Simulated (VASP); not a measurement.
# NbC (Fm-3m) in VASP: single point with PBE

Aim: the single point of NbC with PBE.

Everything below comes from runs of VASP 6.6.1. Logs are shortened: lines on timing, memory, paths and dates and some standing lists are left out, and cuts for length are marked.

## 1. The cell of the first run

The structure is cubic, space group Fm-3m (No. 225). Conventional cell: a = 4.485 Å, b = 4.485 Å, c = 4.485 Å, α = 90.00°, β = 90.00°, γ = 90.00°. Within 3.0 Å of Nb (site symmetry m-3m) lie 6 C at 2.24 Å. Within 3.0 Å of C (site symmetry m-3m) lie 6 Nb at 2.24 Å.

## 2. Single point, PBE

Input file INCAR:

```
PREC = Accurate ; ENCUT = 600
EDIFF = 1E-6 ; ISMEAR = 0
SIGMA = 0.1 ; LREAL = F
LASPH = T ; NELM = 120
ALGO = Normal ; ISIF = 2
LWAVE = F ; LCHARG = F
GGA = PE ; NBANDS = 16
GGA_COMPAT = F
```

Input file KPOINTS:

```
Automatic mesh
0
Gamma
  16 16 16
```

Input file POSCAR:

```
NbC
1.0
    0.0000000000      2.2424803505      2.2424803505
    2.2424803505      0.0000000000      2.2424803505
    2.2424803505      2.2424803505      0.0000000000
Nb C
1 1
Direct
    0.0000000000      0.0000000000      0.0000000000
    0.5000000000      0.5000000000      0.5000000000
```

Potentials or basis: VASP PAW PBE potentials, release 64 (Nb_sv, C).

Launch:

```sh
$ cat potpaw_PBE.64/Nb_sv/POTCAR potpaw_PBE.64/C/POTCAR > POTCAR
$ mpirun -np 1 vasp_std > vasp.out
```

OUTCAR:

```text
PREC = Accurate
   ENCUT = 600
   EDIFF = 1E-6
   ISMEAR = 0
   LREAL = F
   LASPH = T
   NELM = 120
   ISIF = 2
   GGA = PE

 ion  position               nearest neighbor table
   1  0.000  0.000  0.000-   2 2.24   2 2.24   2 2.24   2 2.24   2 2.24   2 2.24
   2  0.500  0.500  0.500-   1 2.24   1 2.24   1 2.24   1 2.24   1 2.24   1 2.24

  LATTYP: Found a face centered cubic cell.
 ALAT       =     4.4849607010

  Lattice vectors:

 A1 = (   0.0000000000,   2.2424803505,   2.2424803505)
 A2 = (   2.2424803505,   0.0000000000,   2.2424803505)
 A3 = (   2.2424803505,   2.2424803505,   0.0000000000)

Analysis of symmetry for initial positions (statically):
=====================================================================
 Subroutine PRICEL returns:
 Original cell was already a primitive cell.

 Routine SETGRP: Setting up the symmetry group for a
 face centered cubic supercell.

 Subroutine GETGRP returns: Found 48 space group operations
 (whereof 48 operations were pure point group operations)
 out of a pool of 48 trial point group operations.

The static configuration has the point symmetry O_h .

Analysis of symmetry for dynamics (positions and initial velocities):
=====================================================================
 Subroutine PRICEL returns:
 Original cell was already a primitive cell.

 Routine SETGRP: Setting up the symmetry group for a
 face centered cubic supercell.

 Subroutine GETGRP returns: Found 48 space group operations
 (whereof 48 operations were pure point group operations)
 out of a pool of 48 trial point group operations.

The dynamic configuration has the point symmetry O_h .

 Subroutine INISYM returns: Found 48 space group operations
 (whereof 48 operations are pure point group operations),
 and found     1 'primitive' translations

----------------------------------------------------------------------------------------

                                     Primitive cell

  volume of cell :      22.5536

  direct lattice vectors                    reciprocal lattice vectors
     0.000000000  2.242480351  2.242480351    -0.222967394  0.222967394  0.222967394
     2.242480351  0.000000000  2.242480351     0.222967394 -0.222967394  0.222967394
     2.242480351  2.242480351  0.000000000     0.222967394  0.222967394 -0.222967394

  length of vectors
     3.171346125  3.171346125  3.171346125     0.386190855  0.386190855  0.386190855

  position of ions in fractional coordinates (direct lattice)
     0.000000000  0.000000000  0.000000000
     0.500000000  0.500000000  0.500000000

  ion indices of the primitive-cell ions
   primitive index   ion index
                 1           1
                 2           2

----------------------------------------------------------------------------------------

 KPOINTS: Automatic mesh

Automatic generation of k-mesh.
 Grid dimensions read from file:
 generate k-points for:   16   16   16

 Generating k-lattice:

  Cartesian coordinates                     Fractional coordinates (reciprocal lattice)
    -0.013935462  0.013935462  0.013935462     0.062500000  0.000000000  0.000000000
     0.013935462 -0.013935462  0.013935462     0.000000000  0.062500000  0.000000000
     0.013935462  0.013935462 -0.013935462     0.000000000  0.000000000  0.062500000

  Length of vectors
     0.024136928  0.024136928  0.024136928

  Shift w.r.t. Gamma in fractional coordinates (k-lattice)
     0.000000000  0.000000000  0.000000000

 Subroutine IBZKPT returns following result:
 ===========================================

 Found    145 irreducible k-points:

 Following reciprocal coordinates:
            Coordinates               Weight
  0.000000  0.000000  0.000000      1.000000
  0.062500  0.000000  0.000000      8.000000
  0.125000  0.000000  0.000000      8.000000
  0.187500  0.000000  0.000000      8.000000
  0.250000  0.000000  0.000000      8.000000
  0.312500  0.000000  0.000000      8.000000
[... 16 lines left out ...]
 -0.125000  0.062500  0.000000     24.000000
 -0.062500  0.062500  0.000000     12.000000
 [... further k-points ...]
   k-points           NKPTS =    145   k-points in BZ     NKDIM =    145   number of bands    NBANDS=     16
   number of dos      NEDOS =    301   number of ions     NIONS =      2
   total plane-waves  NPLWV =  21952
   dimension x,y,z NGX =    28 NGY =   28 NGZ =   28
   dimension x,y,z NGXF=    56 NGYF=   56 NGZF=   56
   ions per type =               1   1
   NGX,Y,Z   is equivalent  to a cutoff of  14.68, 14.68, 14.68 a.u.
   NGXF,Y,Z  is equivalent  to a cutoff of  29.36, 29.36, 29.36 a.u.
 SYSTEM =  unknown system
   PREC   = accura    normal or accurate (medium, high low for compatibility)
   ISTART =      0    job   : 0-new  1-cont  2-samecut
   ICHARG =      2    charge: 1-file 2-atom 10-const
   ISPIN  =      1    spin polarized calculation?
   LNONCOLLINEAR =      F non collinear calculations
   LSORBIT =      F    spin-orbit coupling
   LASPH  =      T    aspherical Exc in radial PAW
   ENCUT  =  600.0 eV  44.10 Ry    6.64 a.u.   6.33  6.33  6.33*2*pi/ulx,y,z
   NELM   =    120;   NELMIN=  2; NELMDL= -5     # of ELM steps
   EDIFF  = 0.1E-05   stopping-criterion for ELM
   LREAL  =      F    real-space projection
   EDIFFG = 0.1E-04   stopping-criterion for IOM
   NSW    =      0    number of steps for IOM
   IBRION =     -1    ionic relax: 0-MD 1-quasi-New 2-CG
   NFREE  =      0    steps in history (QN), initial steepest desc. (CG)
   ISIF   =      2    stress and relaxation
   ISYM   =      2    0-nonsym 1-usesym 2-fastsym
   POTIM  = 0.5000    time-step for ionic-motion
   TEBEG  =    0.0;   TEEND  =   0.0 temperature during run
   PSTRESS=    0.0 pullay stress
   NELECT =      17.0000    total number of electrons
   NUPDOWN=      -1.0000    fix difference up-down
   EMIN   =  10.00;   EMAX   =-10.00  energy-range for DOS
   EFERMI =   0.00;   METHOD = LEGACY
   ISMEAR =     0;   SIGMA  =   0.10  broadening in eV -4-tet -1-fermi 0-gaus
   EFERMI_NEDOS =   21; number of points for ismear=-14 and -15
   IALGO  =     38    algorithm
   IMIX   =      4    mixing-type and parameters
     AMIX     =   0.40;   BMIX     =  1.00
     AMIX_MAG =   1.60;   BMIX_MAG =  1.00
  volume/ion in A,a.u.               =      11.28        76.10
  Fermi-wavevector in a.u.,A,eV,Ry     =   1.489884  2.815473 30.201596  2.219755
  Thomas-Fermi vector in A             =   2.602736
   LORBIT       =      0    0 simple, 1 ext, 2 COOP (PROOUT), +10 PAW based schemes
   GGA     = PE    functional components
   LHFCALC =     F    Hartree Fock is set to
   AEXX    =    0.0000 exact exchange contribution
   IVDW    =     0    specifies the selected vdW correction
   LEPSILON=     F    determine dielectric tensor
   LRPA    =     F    only Hartree local field effects (RPA)
 non-spin polarized calculation
 Gauss-broadening in eV      SIGMA  =   0.10
  energy-cutoff  :      600.00
  volume of cell :       22.55
 maximum number of plane-waves:       766
 NGX is ok and might be reduce to    28
   NGX = 13   NGY = 13   NGZ = 13

 number of electron      17.0000001 magnetization

 Free energy of the ion-electron system (eV)
  ---------------------------------------------------
  ext. energy  EPLUGINS =         0.00000000
  ---------------------------------------------------
  free energy    TOTEN  =       -20.54805026 eV

  energy without entropy =      -20.54436288  energy(sigma->0) =      -20.54620657

 E-fermi :  12.4104     XC(G=0): -13.0324

 val. band max:       12.3716871761   @ k =  -0.1875   0.1875   0.0000
 cond. band min:      12.4307956703   @ k =  -0.3750   0.4375   0.1250
 fundamental gap:      0.0591084943
 Fermi energy:        12.4104322193

 k-point     1 :       0.0000    0.0000    0.0000
  band No.  band energies     occupation
      1     -43.3550      2.00000
      2     -19.0686      2.00000
      3     -19.0686      2.00000
      4     -19.0686      2.00000
      5      -0.9689      2.00000
      6      11.1359      2.00000
[... 8 lines left out ...]
     15      22.4199      0.00000
     16      34.4520      0.00000

 k-point     2 :       0.0625    0.0000    0.0000
  band No.  band energies     occupation
      1     -43.3512      2.00000
      2     -19.1014      2.00000
      3     -19.0717      2.00000
      4     -19.0717      2.00000
      5      -0.8711      2.00000
      6      10.6762      2.00000
[... 8 lines left out ...]
     15      22.6575      0.00000
     16      33.6388      0.00000

 k-point     3 :       0.1250    0.0000    0.0000
  band No.  band energies     occupation
      1     -43.3403      2.00000
      2     -19.1939      2.00000
      3     -19.0804      2.00000
      4     -19.0804      2.00000
      5      -0.5862      2.00000
      6       9.7949      2.00000
[... 8 lines left out ...]
     15      23.3034      0.00000
     16      32.1297      0.00000

 k-point     4 :       0.1875    0.0000    0.0000
  band No.  band energies     occupation
      1     -43.3239      2.00000
      2     -19.3297      2.00000
      3     -19.0934      2.00000
      4     -19.0934      2.00000
      5      -0.1393      2.00000
      6       8.8010      2.00000
[... 8 lines left out ...]
     15      24.1489      0.00000
     16      30.8721      0.00000
[... 324 lines left out ...]
 k-point    22 :      -0.1875    0.0625    0.0000
  band No.  band energies     occupation
      1     -43.3148      2.00000
      2     -19.3862      2.00000
      3     -19.1307      2.00000
      4     -19.0875      2.00000
      5       0.1024      2.00000
      6       8.3319      2.00000
[... 8 lines left out ...]
     15      24.5507      0.00000
     16      29.3212      0.00000

 k-point    23 :      -0.1250    0.0625    0.0000
  band No.  band energies     occupation
      1     -43.3322      2.00000
      2     -19.2474      2.00000
      3     -19.1108      2.00000
      4     -19.0762      2.00000
      5      -0.3782      2.00000
      6       9.3191      2.00000
[... 8 lines left out ...]
     15      23.7483      0.00000
     16      30.8161      0.00000

 k-point    24 :      -0.0625    0.0625    0.0000
  band No.  band energies     occupation
      1     -43.3450      2.00000
      2     -19.1466      2.00000
      3     -19.0901      2.00000
      4     -19.0706      2.00000
      5      -0.7124      2.00000
      6      10.2467      2.00000
[... 8 lines left out ...]
     15      23.0322      0.00000
     16      32.4810      0.00000

 [... further k-points ...]
[... 5 lines left out ...]
  --------------------------------------------------------------------------------------
  -------------------------------------------------------------------------------------
  Total       -0.0937317     -0.0937317     -0.0937317      0.0000000      0.0000000      0.0000000
  in kB       -6.6585743     -6.6585743     -6.6585743      0.0000000      0.0000000      0.0000000
  external PRESSURE =      -6.6585743 kB  Pullay stress =       0.0000000 kB

 VOLUME and BASIS-vectors are now :
 -----------------------------------------------------------------------------
  energy-cutoff  :      600.00
  volume of cell :       22.55
      direct lattice vectors                 reciprocal lattice vectors
     0.000000000  2.242480351  2.242480351    -0.222967394  0.222967394  0.222967394
     2.242480351  0.000000000  2.242480351     0.222967394 -0.222967394  0.222967394
     2.242480351  2.242480351  0.000000000     0.222967394  0.222967394 -0.222967394

 POSITION                                       TOTAL-FORCE (eV/Angst)
 -----------------------------------------------------------------------------------
      0.00000      0.00000      0.00000        -0.000000     -0.000000     -0.000000
      2.24248      2.24248      2.24248         0.000000      0.000000      0.000000
 -----------------------------------------------------------------------------------
    total drift:                               -0.000000      0.000000      0.000000

  FREE ENERGIE OF THE ION-ELECTRON SYSTEM (eV)
  ---------------------------------------------------
  free  energy   TOTEN  =       -20.5480502611 eV

  energy  without entropy=      -20.5443628760  energy(sigma->0) =      -20.54620657
```

Wall time 1.7 min (1 thread of Intel Xeon 8259CL, shared host); peak memory 0.21 GiB.

Results:

```yaml
Free_energy: -20.5481 eV
Pressure: -0.7 GPa
Band_gap_on_the_k_mesh: zero (an odd number of electrons rules out a gap without spin polarisation)
```
